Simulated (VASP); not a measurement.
ZnS: single point with PBEsol

ZnS:

```
Zn S
1.0
     3.70595    0.00000    0.00000
    -1.85297    3.20944    0.00000
     0.00000    0.00000    6.28579
Zn S
2 2
Direct
  0.33333 0.66667 0.00867
  0.66667 0.33333 0.50867
  0.33333 0.66667 0.37633
  0.66667 0.33333 0.87633
```

This cell differs from its parent crystal: in-plane strain -0.02, then relaxed in part.

```
Program             : VASP 6.6.1
Task                : single point
Functional          : PBEsol
Potentials or basis : VASP PAW PBE potentials, release 64 (Zn, S)
Cutoff              : 520 eV
k mesh              : 6 × 6 × 4
Occupations         : gaussian, width 0.01 eV
Spin                : no spin polarisation
```

```json
{
  "Pressure": "2.5 GPa",
  "Band gap on the k mesh": "2.15 eV, direct"
}
```

Stress tensor (GPa, compression positive):
```
3.63 0.00 0.00
0.00 3.63 0.00
0.00 0.00 0.28
```

Levels at points of the mesh, in eV from the valence-band top:
```tsv
k point	band 15	band 16	band 17	band 18	band 19	band 20	band 21	band 22
(0.00, 0.00, 0.00)	-0.92	-0.29	0.00	0.00	2.15	3.33	6.09	6.29
(0.50, 0.00, 0.00)	-3.66	-2.39	-2.01	-0.98	3.59	4.14	4.72	6.70
(0.00, 0.00, 0.50)	-0.48	-0.48	-0.48	-0.48	3.70	3.70	6.60	6.60
(0.50, 0.00, 0.50)	-1.99	-1.99	-1.74	-1.74	3.25	3.25	5.02	5.02
```

It took 27 s on 1 thread of Intel(R) Xeon(R) Platinum 8259CL CPU @ 2.50GHz (Skylake/Cascade Lake), with other jobs on the host, peak memory 0.19 GiB.

Caveat: the cell differs from its parent crystal (in-plane strain -0.02, then relaxed in part); the PAW data sets were made with another functional, which shifts forces and pressure a little.
